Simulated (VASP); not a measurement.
Crystal: Y.

```
Y
1.0
    -1.93669    1.93669    1.93669
     1.93669   -1.93669    1.93669
     1.93669    1.93669   -1.93669
Y
1
Direct
  0.00000 0.00000 0.00000
```

- Program: VASP 6.6.1
- Task: relaxation of cell and atoms
- Functional: PBE
- Potentials or basis: VASP PAW PBE potentials, release 64 (Y_sv)
- Cutoff: 600 eV
- k mesh: 13 × 13 × 13
- Occupations: fermi-dirac, width 0.05 eV
- Spin: no spin polarisation

At the start: pressure 5.7 GPa; volume 29.06 Å³/atom.

Task: How do energy, volume and symmetry change on relaxing?

Result: Over 3 steps the energy falls by 63.9 meV/atom and the volume is 32.91 Å³/atom (+13.3 %); space group Im-3m (No. 229, to 0.05 Å).

Step by step:
| step | energy change (eV) | largest force (eV/Å) | pressure (GPa) | volume (Å³) |
| --- | --- | --- | --- | --- |
| 1 | 0.0000 | 0.0000 | 5.68 | 29.06 |
| 2 | -0.0622 | 0.0000 | -0.79 | 33.61 |
| 3 | -0.0639 | 0.0000 | 0.01 | 32.91 |

Final structure:
```cif
data_structure
_symmetry_space_group_name_H-M 'P 1'
_symmetry_Int_Tables_number 1
_cell_length_a 3.4966
_cell_length_b 3.4966
_cell_length_c 3.4966
_cell_angle_alpha 109.471
_cell_angle_beta 109.471
_cell_angle_gamma 109.471
_cell_volume 32.91
loop_
_atom_site_label
_atom_site_type_symbol
_atom_site_fract_x
_atom_site_fract_y
_atom_site_fract_z
_atom_site_occupancy
Y1 Y 0.00000 0.00000 0.00000 1
```
